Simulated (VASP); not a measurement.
Write the native input for VASP 6.6.1 that does the following.

```yaml
Task: single point
Functional: PBEsol
Potentials_or_basis: VASP PAW PBE potentials, release 64 (Os)
Cutoff: 520 eV
k_mesh: 11 × 11 × 6
Occupations: fermi-dirac, width 0.05 eV
Spin: no spin polarisation
Dipole_correction: no
Further_INCAR_settings: ALGO = Fast; EDIFF = 1e-06; NBANDS = 15
```

The structure of Os lies in POSCAR:

```
Os
1.0
    2.7877234178      0.0000000000      0.0000000000
   -1.3938617089      2.4142392985      0.0000000000
    0.0000000000      0.0000000000      4.4044215090
Os
2
Direct
    0.6666666667      0.3333333333      0.7500000000
    0.3333333333      0.6666666667      0.2500000000
```

One way to write it, as run:

INCAR

```
PREC = Accurate
ENCUT = 520
EDIFF = 1E-6
ISMEAR = -1
SIGMA = 0.05
LREAL = False
LASPH = True
NELM = 80
ALGO = Fast
ISIF = 2
LWAVE = False
LCHARG = True
GGA = PS
LELF = True
LVHAR = True
NBANDS = 15
```

KPOINTS

```
regular mesh
0
Gamma
  11 11 6
```

Potentials or basis: VASP PAW PBE potentials, release 64 (Os).

Run with:

```console
$ cat potpaw_PBE.64/Os/POTCAR > POTCAR
$ mpirun -np 1 vasp_std > vasp.out
```

It gave:

| Property | Result |
| --- | --- |
| Pressure | -24.0 GPa |
| Band gap on the k mesh | zero (band 8 reaches 10.35 eV, above the bottom of band 9 at 6.80 eV) |

Caveat: the PAW data sets were made with another functional, which shifts forces and pressure a little; spin-orbit coupling is left out, which moves the levels of the heavy elements.

Wall time 12 s on 1 thread of Intel(R) Xeon(R) 6975P-C (Granite Rapids), with other jobs on the host, peak memory 0.16 GiB.
